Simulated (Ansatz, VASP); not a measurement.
KF: VASP beside Ansatz

The input INCAR:

```
SYSTEM = KF
  PREC = Accurate
  ENCUT = 520
  EDIFF = 1E-6
  ISMEAR = 0
  SIGMA = 0.05
  LREAL = .False.
  LASPH = .True.
  NELM = 80
  ALGO = Normal
  ISIF = 2
  LWAVE = .False.
  LCHARG = .False.
  NBANDS = 15
```

File KPOINTS:

```
Automatic mesh
0
Gamma
  8 8 8
  0 0 0
```

The input POSCAR:

```
KF
1.0
   -0.0813157291      2.5138671158      2.5138671158
    2.5138671158     -0.0813157291      2.5138671158
    2.5138671158      2.5138671158     -0.0813157291
K F
1 1
Direct
    0.0000000000      0.0000000000      0.0000000000
    0.5000000000      0.5000000000      0.5000000000
```

Input for Ansatz:

```yaml
crystal:
  lattice:
    - [-0.0813157291, 2.5138671158, 2.5138671158]
    - [2.5138671158, -0.0813157291, 2.5138671158]
    - [2.5138671158, 2.5138671158, -0.0813157291]
  atoms:
    - { symbol: K, position: [0.0, 0.0, 0.0] }
    - { symbol: F, position: [0.5, 0.5, 0.5] }
basis:
  ecutwfc: 520.0
kpoints:
  mp_grid: { grid: [8, 8, 8] }
hamiltonian:
  xc: lda
scf:
  occupations: { method: gaussian, width: 0.05 }
output:
  forces: true
  stress: true
  eigenvalues: true
  write_density: true
  write_potential: true
  elf: true
  volumetric_format: npy
```

Alike in both runs: task single point; functional LDA; k mesh 8 × 8 × 8; occupations gaussian, width 0.05 eV; no spin polarisation.

|  | VASP | Ansatz |
| --- | --- | --- |
| version | VASP 6.6.1 | Ansatz 0.2.0 |
| potentials or method | VASP PAW LDA potentials, release 64 (K_sv, F), cutoff 520 eV | scalar-relativistic, plane waves, PAW |
| valence electrons in the cell | 16 | 16 |

```csv
,VASP,Ansatz,Ansatz less VASP
gap on the k mesh at the Fermi level (eV),6.50,6.52,+0.020
least direct gap on the mesh (eV),6.50,6.52,+0.020
pressure (GPa),1.7,1.4,-0.30
"traceless stress, the component that is largest in VASP (GPa)",0.35,0.36,+0.013
```

LDA's correlation is that of Perdew and Zunger in VASP and of Perdew and Wang (1992) in Ansatz.
